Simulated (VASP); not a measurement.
# Pd (Fd-3m) in VASP: single point with LDA

Aim: the single point of Pd with LDA.

Everything below comes from runs of VASP 6.6.1. Logs are shortened: lines on timing, memory, paths and dates and some standing lists are left out, and cuts for length are marked.

**1. The cell of the first run**

Symmetry: Fd-3m, No. 227, cubic system. The conventional cell has a = 5.461 Å, b = 5.461 Å, c = 5.461 Å, α = 90.00°, β = 90.00°, γ = 90.00°. Pd (site symmetry -43m) has 4 Pd at 2.36 Å within 3.1 Å.

This isn't the form of Pd at room conditions, which is fcc.

**2. Single point, LDA, collinear spin (20.36 Å³/atom)**

The input, INCAR:

```
SYSTEM = Pd
PREC = Accurate ; ENCUT = 630
EDIFF = 1E-6 ; ISMEAR = -1
SIGMA = 0.05 ; LREAL = .FALSE.
LASPH = .TRUE. ; NELM = 200
ALGO = Normal ; ISIF = 2
LWAVE = .FALSE. ; LCHARG = .FALSE.
ISPIN = 2 ; MAGMOM = 0.422 0.422
LORBIT = 11 ; LMAXMIX = 4
NBANDS = 29 ; GGA_COMPAT = .FALSE.
```

The input, KPOINTS:

```
regular mesh
0
G
  11 11 11
  0 0 0
```

The input, POSCAR:

```
Pd
1.0
    0.0000000000      2.7303914414      2.7303914414
    2.7303914414      0.0000000000      2.7303914414
    2.7303914414      2.7303914414      0.0000000000
Pd
2
Direct
    0.1250000000      0.1250000000      0.1250000000
    0.8750000000      0.8750000000      0.8750000000
```

Potentials or basis: VASP PAW LDA potentials, release 64 (Pd_sv_GW).

Run with:

```console
cat potpaw_LDA.64/Pd_sv_GW/POTCAR > POTCAR
mpirun -np 1 vasp_std > vasp.out
```

OUTCAR:

```text
SYSTEM = Pd
   PREC = Accurate
   ENCUT = 630
   EDIFF = 1E-6
   ISMEAR = -1
   LREAL = .FALSE.
   LASPH = .TRUE.
   NELM = 200
   ISIF = 2
   ISPIN = 2
   LORBIT = 11

 ion  position               nearest neighbor table
   1  0.125  0.125  0.125-   2 2.36   2 2.36   2 2.36   2 2.36
   2  0.875  0.875  0.875-   1 2.36   1 2.36   1 2.36   1 2.36

  LATTYP: Found a face centered cubic cell.
 ALAT       =     5.4607828828

  Lattice vectors:

 A1 = (   0.0000000000,   2.7303914414,   2.7303914414)
 A2 = (   2.7303914414,   0.0000000000,   2.7303914414)
 A3 = (   2.7303914414,   2.7303914414,   0.0000000000)

Analysis of symmetry for initial positions (statically):
=====================================================================
 Subroutine PRICEL returns:
 Original cell was already a primitive cell.

 Routine SETGRP: Setting up the symmetry group for a
 face centered cubic supercell.

 Subroutine GETGRP returns: Found 48 space group operations
 (whereof 12 operations were pure point group operations)
 out of a pool of 48 trial point group operations.

The static configuration has the point symmetry D_3d.
 The point group associated with its full space group is O_h .

Analysis of symmetry for dynamics (positions and initial velocities):
=====================================================================
 Subroutine PRICEL returns:
 Original cell was already a primitive cell.

 Routine SETGRP: Setting up the symmetry group for a
 face centered cubic supercell.

 Subroutine GETGRP returns: Found 48 space group operations
 (whereof 12 operations were pure point group operations)
 out of a pool of 48 trial point group operations.

The dynamic configuration has the point symmetry D_3d.
 The point group associated with its full space group is O_h .

Analysis of structural, dynamic, and magnetic symmetry:
=====================================================================
 Subroutine PRICEL returns:
 Original cell was already a primitive cell.

 Routine SETGRP: Setting up the symmetry group for a
 face centered cubic supercell.

 Subroutine GETGRP returns: Found 48 space group operations
 (whereof 12 operations were pure point group operations)
 out of a pool of 48 trial point group operations.

The overall configuration has the point symmetry D_3d.
 The point group associated with its full space group is O_h .

 Subroutine INISYM returns: Found 48 space group operations
 (whereof 12 operations are pure point group operations),
 and found     1 'primitive' translations

----------------------------------------------------------------------------------------

                                     Primitive cell

  volume of cell :      40.7103

  direct lattice vectors                    reciprocal lattice vectors
     0.000000000  2.730391441  2.730391441    -0.183123926  0.183123926  0.183123926
     2.730391441  0.000000000  2.730391441     0.183123926 -0.183123926  0.183123926
     2.730391441  2.730391441  0.000000000     0.183123926  0.183123926 -0.183123926

  length of vectors
     3.861356607  3.861356607  3.861356607     0.317179944  0.317179944  0.317179944

  position of ions in fractional coordinates (direct lattice)
     0.125000000  0.125000000  0.125000000
     0.875000000  0.875000000  0.875000000

  ion indices of the primitive-cell ions
   primitive index   ion index
                 1           1
                 2           2

----------------------------------------------------------------------------------------

 KPOINTS: regular mesh

Automatic generation of k-mesh.
 Grid dimensions read from file:
 generate k-points for:   11   11   11

 Generating k-lattice:

  Cartesian coordinates                     Fractional coordinates (reciprocal lattice)
    -0.016647630  0.016647630  0.016647630     0.090909091  0.000000000  0.000000000
     0.016647630 -0.016647630  0.016647630     0.000000000  0.090909091  0.000000000
     0.016647630  0.016647630 -0.016647630     0.000000000  0.000000000  0.090909091

  Length of vectors
     0.028834540  0.028834540  0.028834540

  Shift w.r.t. Gamma in fractional coordinates (k-lattice)
     0.000000000  0.000000000  0.000000000

 Subroutine IBZKPT returns following result:
 ===========================================

 Found     56 irreducible k-points:

 Following reciprocal coordinates:
            Coordinates               Weight
  0.000000  0.000000  0.000000      1.000000
  0.090909  0.000000  0.000000      8.000000
  0.181818  0.000000  0.000000      8.000000
  0.272727  0.000000  0.000000      8.000000
  0.363636  0.000000  0.000000      8.000000
  0.454545  0.000000  0.000000      8.000000
[... 16 lines left out ...]
 -0.272727  0.181818  0.000000     24.000000
 -0.181818  0.181818  0.000000     12.000000
 [... further k-points ...]
   k-points           NKPTS =     56   k-points in BZ     NKDIM =     56   number of bands    NBANDS=     29
   number of dos      NEDOS =    301   number of ions     NIONS =      2
   total plane-waves  NPLWV =  32768
   dimension x,y,z NGX =    32 NGY =   32 NGZ =   32
   dimension x,y,z NGXF=    64 NGYF=   64 NGZF=   64
   ions per type =               2
   NGX,Y,Z   is equivalent  to a cutoff of  13.78, 13.78, 13.78 a.u.
   NGXF,Y,Z  is equivalent  to a cutoff of  27.55, 27.55, 27.55 a.u.
 SYSTEM =  Pd
   PREC   = accura    normal or accurate (medium, high low for compatibility)
   ISTART =      0    job   : 0-new  1-cont  2-samecut
   ICHARG =      2    charge: 1-file 2-atom 10-const
   ISPIN  =      2    spin polarized calculation?
   LNONCOLLINEAR =      F non collinear calculations
   LSORBIT =      F    spin-orbit coupling
   LASPH  =      T    aspherical Exc in radial PAW
   ENCUT  =  630.0 eV  46.30 Ry    6.80 a.u.   7.90  7.90  7.90*2*pi/ulx,y,z
   NELM   =    200;   NELMIN=  2; NELMDL= -5     # of ELM steps
   EDIFF  = 0.1E-05   stopping-criterion for ELM
   LREAL  =      F    real-space projection
   EDIFFG = 0.1E-04   stopping-criterion for IOM
   NSW    =      0    number of steps for IOM
   IBRION =     -1    ionic relax: 0-MD 1-quasi-New 2-CG
   NFREE  =      0    steps in history (QN), initial steepest desc. (CG)
   ISIF   =      2    stress and relaxation
   ISYM   =      2    0-nonsym 1-usesym 2-fastsym
   POTIM  = 0.5000    time-step for ionic-motion
   TEBEG  =    0.0;   TEEND  =   0.0 temperature during run
   PSTRESS=    0.0 pullay stress
   NELECT =      36.0000    total number of electrons
   NUPDOWN=      -1.0000    fix difference up-down
   EMIN   =  10.00;   EMAX   =-10.00  energy-range for DOS
   EFERMI =   0.00;   METHOD = LEGACY
   ISMEAR =    -1;   SIGMA  =   0.05  broadening in eV -4-tet -1-fermi 0-gaus
   EFERMI_NEDOS =   21; number of points for ismear=-14 and -15
   IALGO  =     38    algorithm
   IMIX   =      4    mixing-type and parameters
     AMIX     =   0.40;   BMIX     =  1.00
     AMIX_MAG =   1.60;   BMIX_MAG =  1.00
  volume/ion in A,a.u.               =      20.36       137.36
  Fermi-wavevector in a.u.,A,eV,Ry     =   1.571354  2.969429 33.594879  2.469154
  Thomas-Fermi vector in A             =   2.672951
   LORBIT       =     11    0 simple, 1 ext, 2 COOP (PROOUT), +10 PAW based schemes
   GGA     = CA    functional components
   LHFCALC =     F    Hartree Fock is set to
   AEXX    =    0.0000 exact exchange contribution
   IVDW    =     0    specifies the selected vdW correction
   LEPSILON=     F    determine dielectric tensor
   LRPA    =     F    only Hartree local field effects (RPA)
 spin polarized calculation
  energy-cutoff  :      630.00
  volume of cell :       40.71
 maximum number of plane-waves:      1476
   NGX = 15   NGY = 15   NGZ = 15

 number of electron      35.9999985 magnetization       0.6958405

 Free energy of the ion-electron system (eV)
  ---------------------------------------------------
  ext. energy  EPLUGINS =         0.00000000
  ---------------------------------------------------
  free energy    TOTEN  =        -7.15605220 eV

  energy without entropy =       -7.11503817  energy(sigma->0) =       -7.13554518

 E-fermi :   4.6868     XC(G=0): -11.5742

 val. band max:        4.6862487434   @ k =  -0.3636   0.3636   0.0000
 cond. band min:       4.7034657402   @ k =  -0.3636   0.2727   0.0000
 fundamental gap:      0.0172169968
 Fermi energy:         4.6868034754

 spin component 1

 k-point     1 :       0.0000    0.0000    0.0000
  band No.  band energies     occupation
      1     -79.5425      1.00000
      2     -79.2918      1.00000
      3     -45.6917      1.00000
      4     -45.6917      1.00000
      5     -45.6917      1.00000
      6     -45.1764      1.00000
[... 21 lines left out ...]
     28      19.6471      0.00000
     29      19.6471      0.00000
[... 705 lines left out ...]
 k-point    24 :      -0.1818    0.1818    0.0000
  band No.  band energies     occupation
      1     -79.5061      1.00000
      2     -79.3287      1.00000
      3     -45.7535      1.00000
      4     -45.7218      1.00000
      5     -45.6483      1.00000
      6     -45.2216      1.00000
[... 21 lines left out ...]
     28      22.2258      0.00000
     29      24.7506      0.00000

 [... further k-points ...]

 spin component 2

 k-point     1 :       0.0000    0.0000    0.0000
  band No.  band energies     occupation
      1     -79.2880      1.00000
      2     -79.0362      1.00000
      3     -45.4374      1.00000
      4     -45.4374      1.00000
      5     -45.4374      1.00000
      6     -44.9191      1.00000
[... 21 lines left out ...]
     28      19.7105      0.00000
     29      19.7105      0.00000
[... 705 lines left out ...]
 k-point    24 :      -0.1818    0.1818    0.0000
  band No.  band energies     occupation
      1     -79.2515      1.00000
      2     -79.0733      1.00000
      3     -45.4997      1.00000
      4     -45.4677      1.00000
      5     -45.3938      1.00000
      6     -44.9646      1.00000
[... 21 lines left out ...]
     28      22.2941      0.00000
     29      24.8260      0.00000

 [... further k-points ...]
[... 5 lines left out ...]
  --------------------------------------------------------------------------------------
  -------------------------------------------------------------------------------------
  Total        2.6271852      2.6271852      2.6271852      0.0000000     -0.0000000      0.0000000
  in kB      103.3942863    103.3942863    103.3942863      0.0000000     -0.0000000      0.0000000
  external PRESSURE =     103.3942863 kB  Pullay stress =       0.0000000 kB

 VOLUME and BASIS-vectors are now :
 -----------------------------------------------------------------------------
  energy-cutoff  :      630.00
  volume of cell :       40.71
      direct lattice vectors                 reciprocal lattice vectors
     0.000000000  2.730391441  2.730391441    -0.183123926  0.183123926  0.183123926
     2.730391441  0.000000000  2.730391441     0.183123926 -0.183123926  0.183123926
     2.730391441  2.730391441  0.000000000     0.183123926  0.183123926 -0.183123926

 POSITION                                       TOTAL-FORCE (eV/Angst)
 -----------------------------------------------------------------------------------
      0.68260      0.68260      0.68260         0.000000      0.000000      0.000000
      4.77819      4.77819      4.77819        -0.000000     -0.000000     -0.000000
 -----------------------------------------------------------------------------------
    total drift:                                0.000000      0.000000     -0.000000

  FREE ENERGIE OF THE ION-ELECTRON SYSTEM (eV)
  ---------------------------------------------------
  free  energy   TOTEN  =        -7.1560521954 eV

  energy  without entropy=       -7.1150381729  energy(sigma->0) =       -7.13554518

 total charge

# of ion       s       p       d       f       tot
--------------------------------------------------
    1        2.203   6.082   7.433   0.019  15.737
    2        2.203   6.082   7.433   0.019  15.737
--------------------------------------------------
tot          4.406  12.164  14.865   0.039  31.474

 magnetization (x)

# of ion       s       p       d       f       tot
--------------------------------------------------
    1       -0.001   0.001   0.332   0.001   0.333
    2       -0.001   0.001   0.332   0.001   0.333
--------------------------------------------------
tot         -0.001   0.002   0.665   0.001   0.666
```

Wall time 1.9 min (1 thread of Intel Xeon Platinum 8559C (Emerald Rapids), shared host); peak memory 0.26 GiB.

What came out:

```
Free energy                                           : -7.1561 eV
Pressure                                              : 10.3 GPa
Net moment                                            : 0.70 μB per cell
Site moments                                          : Pd +0.33 μB
Valence electrons inside the program's atomic spheres : Pd 15.74
```

Caveat: the cell stands under pressure.
